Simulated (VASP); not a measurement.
# GaP (kpbe) (F-43m) in VASP: notebook

GaP (kpbe) is run at these levels: PBE; tasks: single point, relaxation of cell and atoms.

Everything below comes from runs of VASP 6.6.1. Logs are shortened: lines on timing, memory, paths and dates and some standing lists are left out, and cuts for length are marked.

### 1 The cell of the first run

Symmetry: F-43m, No. 216, cubic system. The conventional cell has a = 5.507 Å, b = 5.507 Å, c = 5.507 Å, α = 90.00°, β = 90.00°, γ = 90.00°. Ga (site symmetry -43m) has 4 P at 2.38 Å within 3.1 Å. P (site symmetry -43m) has 4 Ga at 2.38 Å within 3.1 Å.

### 2 Single point, PBE

INCAR

```
ALGO = Normal ; EDIFF = 1E-7
ENCUT = 520 ; GGA = PE
ISIF = 2 ; ISMEAR = 0
LASPH = True ; LCHARG = True
LELF = True ; LREAL = False
LVHAR = True ; LWAVE = False
NBANDS = 16 ; NELM = 60
PREC = Accurate ; SIGMA = 0.02
```

KPOINTS

```
k-points
0
Gamma
  8 8 8
```

POSCAR

```
GaP
1.0
    0.0000000000      2.7532528520      2.7532528520
    2.7532528520      0.0000000000      2.7532528520
    2.7532528520      2.7532528520      0.0000000000
Ga P
1 1
Direct
    0.0000000000      0.0000000000      0.0000000000
    0.7500000000      0.7500000000      0.7500000000
```

Potentials or basis: VASP PAW PBE potentials, release 64 (Ga_d, P).

On the command line:

```bash
$ cat potpaw_PBE.64/Ga_d/POTCAR potpaw_PBE.64/P/POTCAR > POTCAR
$ mpirun -np 1 vasp_std > vasp.out
```

OUTCAR:

```text
EDIFF = 1E-7
   ENCUT = 520
   GGA = PE
   ISIF = 2
   ISMEAR = 0
   LASPH = True
   LREAL = False
   NELM = 60
   PREC = Accurate

 ion  position               nearest neighbor table
   1  0.000  0.000  0.000-   2 2.38   2 2.38   2 2.38   2 2.38
   2  0.750  0.750  0.750-   1 2.38   1 2.38   1 2.38   1 2.38

  LATTYP: Found a face centered cubic cell.
 ALAT       =     5.5065057040

  Lattice vectors:

 A1 = (   0.0000000000,   2.7532528520,   2.7532528520)
 A2 = (   2.7532528520,   0.0000000000,   2.7532528520)
 A3 = (   2.7532528520,   2.7532528520,   0.0000000000)

Analysis of symmetry for initial positions (statically):
=====================================================================
 Subroutine PRICEL returns:
 Original cell was already a primitive cell.

 Routine SETGRP: Setting up the symmetry group for a
 face centered cubic supercell.

 Subroutine GETGRP returns: Found 24 space group operations
 (whereof 24 operations were pure point group operations)
 out of a pool of 48 trial point group operations.

The static configuration has the point symmetry T_d .

Analysis of symmetry for dynamics (positions and initial velocities):
=====================================================================
 Subroutine PRICEL returns:
 Original cell was already a primitive cell.

 Routine SETGRP: Setting up the symmetry group for a
 face centered cubic supercell.

 Subroutine GETGRP returns: Found 24 space group operations
 (whereof 24 operations were pure point group operations)
 out of a pool of 48 trial point group operations.

The dynamic configuration has the point symmetry T_d .

 Subroutine INISYM returns: Found 24 space group operations
 (whereof 24 operations are pure point group operations),
 and found     1 'primitive' translations

----------------------------------------------------------------------------------------

                                     Primitive cell

  volume of cell :      41.7415

  direct lattice vectors                    reciprocal lattice vectors
     0.000000000  2.753252852  2.753252852    -0.181603371  0.181603371  0.181603371
     2.753252852  0.000000000  2.753252852     0.181603371 -0.181603371  0.181603371
     2.753252852  2.753252852  0.000000000     0.181603371  0.181603371 -0.181603371

  length of vectors
     3.893687524  3.893687524  3.893687524     0.314546266  0.314546266  0.314546266

  position of ions in fractional coordinates (direct lattice)
     0.000000000  0.000000000  0.000000000
     0.750000000  0.750000000  0.750000000

  ion indices of the primitive-cell ions
   primitive index   ion index
                 1           1
                 2           2

----------------------------------------------------------------------------------------

 KPOINTS: k-points

Automatic generation of k-mesh.
 Grid dimensions read from file:
 generate k-points for:    8    8    8

 Generating k-lattice:

  Cartesian coordinates                     Fractional coordinates (reciprocal lattice)
    -0.022700421  0.022700421  0.022700421     0.125000000  0.000000000  0.000000000
     0.022700421 -0.022700421  0.022700421     0.000000000  0.125000000  0.000000000
     0.022700421  0.022700421 -0.022700421     0.000000000  0.000000000  0.125000000

  Length of vectors
     0.039318283  0.039318283  0.039318283

  Shift w.r.t. Gamma in fractional coordinates (k-lattice)
     0.000000000  0.000000000  0.000000000

 Subroutine IBZKPT returns following result:
 ===========================================

 Found     29 irreducible k-points:

 Following reciprocal coordinates:
            Coordinates               Weight
  0.000000  0.000000  0.000000      1.000000
  0.125000  0.000000  0.000000      8.000000
  0.250000  0.000000  0.000000      8.000000
  0.375000  0.000000  0.000000      8.000000
  0.500000  0.000000  0.000000      4.000000
  0.125000  0.125000  0.000000      6.000000
[... 16 lines left out ...]
  0.500000  0.250000  0.125000     48.000000
 -0.375000  0.250000  0.125000     24.000000
 [... further k-points ...]
   k-points           NKPTS =     29   k-points in BZ     NKDIM =     29   number of bands    NBANDS=     16
   number of dos      NEDOS =    301   number of ions     NIONS =      2
   total plane-waves  NPLWV =  27000
   dimension x,y,z NGX =    30 NGY =   30 NGZ =   30
   dimension x,y,z NGXF=    60 NGYF=   60 NGZF=   60
   ions per type =               1   1
   NGX,Y,Z   is equivalent  to a cutoff of  12.81, 12.81, 12.81 a.u.
   NGXF,Y,Z  is equivalent  to a cutoff of  25.62, 25.62, 25.62 a.u.
 SYSTEM =  unknown system
   PREC   = accura    normal or accurate (medium, high low for compatibility)
   ISTART =      0    job   : 0-new  1-cont  2-samecut
   ICHARG =      2    charge: 1-file 2-atom 10-const
   ISPIN  =      1    spin polarized calculation?
   LNONCOLLINEAR =      F non collinear calculations
   LSORBIT =      F    spin-orbit coupling
   LASPH  =      T    aspherical Exc in radial PAW
   ENCUT  =  520.0 eV  38.22 Ry    6.18 a.u.   7.24  7.24  7.24*2*pi/ulx,y,z
   NELM   =     60;   NELMIN=  2; NELMDL= -5     # of ELM steps
   EDIFF  = 0.1E-06   stopping-criterion for ELM
   LREAL  =      F    real-space projection
   EDIFFG = 0.1E-05   stopping-criterion for IOM
   NSW    =      0    number of steps for IOM
   IBRION =     -1    ionic relax: 0-MD 1-quasi-New 2-CG
   NFREE  =      0    steps in history (QN), initial steepest desc. (CG)
   ISIF   =      2    stress and relaxation
   ISYM   =      2    0-nonsym 1-usesym 2-fastsym
   POTIM  = 0.5000    time-step for ionic-motion
   TEBEG  =    0.0;   TEEND  =   0.0 temperature during run
   PSTRESS=    0.0 pullay stress
   NELECT =      18.0000    total number of electrons
   NUPDOWN=      -1.0000    fix difference up-down
   EMIN   =  10.00;   EMAX   =-10.00  energy-range for DOS
   EFERMI =   0.00;   METHOD = LEGACY
   ISMEAR =     0;   SIGMA  =   0.02  broadening in eV -4-tet -1-fermi 0-gaus
   EFERMI_NEDOS =   21; number of points for ismear=-14 and -15
   IALGO  =     38    algorithm
   IMIX   =      4    mixing-type and parameters
     AMIX     =   0.40;   BMIX     =  1.00
     AMIX_MAG =   1.60;   BMIX_MAG =  1.00
  volume/ion in A,a.u.               =      20.87       140.84
  Fermi-wavevector in a.u.,A,eV,Ry     =   1.236829  2.337267 20.813449  1.529745
  Thomas-Fermi vector in A             =   2.371421
   LORBIT       =      0    0 simple, 1 ext, 2 COOP (PROOUT), +10 PAW based schemes
   GGA     = PE    functional components
   LHFCALC =     F    Hartree Fock is set to
   AEXX    =    0.0000 exact exchange contribution
   IVDW    =     0    specifies the selected vdW correction
   LEPSILON=     F    determine dielectric tensor
   LRPA    =     F    only Hartree local field effects (RPA)
 non-spin polarized calculation
 Gauss-broadening in eV      SIGMA  =   0.02
  energy-cutoff  :      520.00
  volume of cell :       41.74
 maximum number of plane-waves:      1158
 NGX is ok and might be reduce to    30
   NGX = 15   NGY = 15   NGZ = 15

 number of electron      18.0000003 magnetization

 Free energy of the ion-electron system (eV)
  ---------------------------------------------------
  ext. energy  EPLUGINS =         0.00000000
  ---------------------------------------------------
  free energy    TOTEN  =        -9.12558667 eV

  energy without entropy =       -9.12558667  energy(sigma->0) =       -9.12558667

 E-fermi :   4.4984     XC(G=0):  -9.6937

 val. band max:        4.3445853558   @ k =   0.0000   0.0000   0.0000
 cond. band min:       5.9182196104   @ k =   0.0000   0.0000   0.0000
 fundamental gap:      1.5736342546
 Fermi energy:         4.4983839800

 k-point     1 :       0.0000    0.0000    0.0000
  band No.  band energies     occupation
      1     -10.1585      2.00000
      2     -10.1585      2.00000
      3     -10.1585      2.00000
      4     -10.0679      2.00000
      5     -10.0679      2.00000
      6      -7.9208      2.00000
[... 8 lines left out ...]
     15      14.0888      0.00000
     16      14.0888      0.00000

 k-point     2 :       0.1250    0.0000    0.0000
  band No.  band energies     occupation
      1     -10.1703      2.00000
      2     -10.1543      2.00000
      3     -10.1543      2.00000
      4     -10.0679      2.00000
      5     -10.0679      2.00000
      6      -7.7266      2.00000
[... 8 lines left out ...]
     15      13.4834      0.00000
     16      13.9015      0.00000

 k-point     3 :       0.2500    0.0000    0.0000
  band No.  band energies     occupation
      1     -10.1966      2.00000
      2     -10.1452      2.00000
      3     -10.1452      2.00000
      4     -10.0667      2.00000
      5     -10.0667      2.00000
      6      -7.1765      2.00000
[... 8 lines left out ...]
     15      13.2993      0.00000
     16      14.1893      0.00000

 k-point     4 :       0.3750    0.0000    0.0000
  band No.  band energies     occupation
      1     -10.2208      2.00000
      2     -10.1382      2.00000
      3     -10.1382      2.00000
      4     -10.0633      2.00000
      5     -10.0633      2.00000
      6      -6.4141      2.00000
[... 8 lines left out ...]
     15      14.4543      0.00000
     16      14.4543      0.00000
[... 324 lines left out ...]
 k-point    22 :       0.3750    0.2500    0.1250
  band No.  band energies     occupation
      1     -10.2178      2.00000
      2     -10.1344      2.00000
      3     -10.1308      2.00000
      4     -10.0773      2.00000
      5     -10.0597      2.00000
      6      -6.7080      2.00000
[... 8 lines left out ...]
     15      15.3450      0.00000
     16      16.5707      0.00000

 k-point    23 :       0.5000    0.2500    0.1250
  band No.  band energies     occupation
      1     -10.2317      2.00000
      2     -10.1310      2.00000
      3     -10.1226      2.00000
      4     -10.0754      2.00000
      5     -10.0598      2.00000
      6      -5.9912      2.00000
[... 8 lines left out ...]
     15      15.7218      0.00000
     16      17.0399      0.00000

 k-point    24 :      -0.3750    0.2500    0.1250
  band No.  band energies     occupation
      1     -10.2368      2.00000
      2     -10.1305      2.00000
      3     -10.1197      2.00000
      4     -10.0722      2.00000
      5     -10.0612      2.00000
      6      -5.5654      2.00000
[... 8 lines left out ...]
     15      16.2367      0.00000
     16      16.6771      0.00000

 [... further k-points ...]
[... 5 lines left out ...]
  --------------------------------------------------------------------------------------
  -------------------------------------------------------------------------------------
  Total       -0.0063504     -0.0063504     -0.0063504      0.0000000      0.0000000     -0.0000000
  in kB       -0.2437487     -0.2437487     -0.2437487      0.0000000      0.0000000     -0.0000000
  external PRESSURE =      -0.2437487 kB  Pullay stress =       0.0000000 kB

 VOLUME and BASIS-vectors are now :
 -----------------------------------------------------------------------------
  energy-cutoff  :      520.00
  volume of cell :       41.74
      direct lattice vectors                 reciprocal lattice vectors
     0.000000000  2.753252852  2.753252852    -0.181603371  0.181603371  0.181603371
     2.753252852  0.000000000  2.753252852     0.181603371 -0.181603371  0.181603371
     2.753252852  2.753252852  0.000000000     0.181603371  0.181603371 -0.181603371

 POSITION                                       TOTAL-FORCE (eV/Angst)
 -----------------------------------------------------------------------------------
      0.00000      0.00000      0.00000         0.000000      0.000000     -0.000000
      4.12988      4.12988      4.12988        -0.000000     -0.000000      0.000000
 -----------------------------------------------------------------------------------
    total drift:                               -0.000002     -0.000002     -0.000002

  FREE ENERGIE OF THE ION-ELECTRON SYSTEM (eV)
  ---------------------------------------------------
  free  energy   TOTEN  =        -9.1255866702 eV

  energy  without entropy=       -9.1255866702  energy(sigma->0) =       -9.12558667
```

Run time: 11 s. Hardware: 1 thread of Intel Xeon 6975P-C (Granite Rapids), shared host; peak memory 0.16 GiB.

What came out:

- Free energy: -9.1256 eV
- Pressure: 0.0 GPa
- Band gap on the k mesh: 1.57 eV, direct

### 3 Relaxation of cell and atoms, PBE

This run uses another cell than the first one, of 20.25 Å³/atom, 0.970 times its volume.

INCAR

```
PREC = Accurate
ENCUT = 600
EDIFF = 1E-7
ISMEAR = 0
SIGMA = 0.02
LREAL = False
LASPH = True
NELM = 100
ALGO = Normal
ISIF = 3
LWAVE = False
LCHARG = False
GGA = PE
IBRION = 2
NSW = 100
EDIFFG = -0.002
```

KPOINTS

```
regular mesh
0
Gamma
  8 8 8
```

POSCAR

```
GaP
1.0
    0.0000000000      2.7258124900      2.7258124900
    2.7258124900      0.0000000000      2.7258124900
    2.7258124900      2.7258124900      0.0000000000
Ga P
1 1
Direct
    0.0000000000      0.0000000000      0.0000000000
    0.7500000000      0.7500000000      0.7500000000
```

Potentials or basis: VASP PAW PBE potentials, release 64 (Ga_d, P).

On the command line:

```bash
$ cat potpaw_PBE.64/Ga_d/POTCAR potpaw_PBE.64/P/POTCAR > POTCAR
$ mpirun -np 1 vasp_std > vasp.out
```

Run time: 18 s. Hardware: 1 thread of Intel Xeon 6975P-C (Granite Rapids), shared host; peak memory 0.18 GiB.

Results (log left out):

```yaml
Free_energy: -9.1253 eV
Relaxed_volume: 20.86 Å³/atom
Relaxed_cell: a = 3.893 Å, b = 3.893 Å, c = 3.893 Å, α = 60.00°, β = 60.00°, γ = 60.00°
Space_group_after_relaxing_to_0.05_Å: F-43m (No. 216)
Energy_gained_by_relaxing: 4.4 meV/atom
Ionic_steps: 3
Pressure_after_relaxing: 0.0 GPa
Band_gap_on_the_k_mesh: 1.58 eV, direct
```

The path:
```csv
step,energy change (eV),largest force (eV/Å),pressure (GPa),volume (Å³)
1,0.0000,0.0000,2.41,40.51
2,-0.0068,0.0000,-1.04,42.32
3,-0.0088,0.0000,0.00,41.71
```

Final structure:
```
CELL_PARAMETERS angstrom
0.00000 2.75266 2.75266
2.75266 0.00000 2.75266
2.75266 2.75266 0.00000
ATOMIC_POSITIONS crystal
Ga 0.00000 0.00000 0.00000
P 0.75000 0.75000 0.75000
```

Levels at points of the mesh, in eV from the valence-band top:
| k point | band 6 | band 7 | band 8 | band 9 | band 10 | band 11 | band 12 | band 13 |
| --- | --- | --- | --- | --- | --- | --- | --- | --- |
| (0.00, 0.00, 0.00) | -12.27 | 0.00 | 0.00 | 0.00 | 1.58 | 3.90 | 3.90 | 3.90 |
| (0.50, 0.00, 0.00) | -10.30 | -6.46 | -1.07 | -1.07 | 1.58 | 4.73 | 4.73 | 8.23 |
| (0.50, 0.50, 0.00) | -9.44 | -6.61 | -2.58 | -2.58 | 1.72 | 1.85 | 10.37 | 10.37 |
